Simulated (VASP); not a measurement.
Here is a VASP 6.6.1 calculation.

The input INCAR:

```
PREC = Accurate
ENCUT = 520
EDIFF = 1E-7
ISMEAR = 0
SIGMA = 0.05
LREAL = F
LASPH = T
NELM = 60
ALGO = Normal
ISIF = 2
LWAVE = F
LCHARG = T
GGA = PE
LELF = T
LVHAR = T
NBANDS = 11
```

KPOINTS

```
Automatic mesh
0
Gamma
  10 10 10
```

File POSCAR:

```
AlN
1.0
    0.0000000000      2.1829884494      2.1829884494
    2.1829884494      0.0000000000      2.1829884494
    2.1829884494      2.1829884494      0.0000000000
Al N
1 1
Direct
   -0.0114379721      0.0114379721      0.0114379721
    0.7720328468      0.7279671532      0.7279671532
```

Potentials or basis: VASP PAW PBE potentials, release 64 (Al, N).

Launch:

```sh
$ cat potpaw_PBE.64/Al/POTCAR potpaw_PBE.64/N/POTCAR > POTCAR
$ mpirun -np 1 vasp_std > vasp.out
```

(1) What does it give for the largest force?

(2) What does it give for the band gap on the k mesh?

(3) Predict the pressure.

Results:

(1) 2.109 eV/Å.

(2) 2.94 eV, indirect (least direct gap 3.80 eV).

(3) 7.5 GPa.

Caveat: forces of over 1 eV/Å act on the atoms, so gaps and moduli don't describe the material at rest.
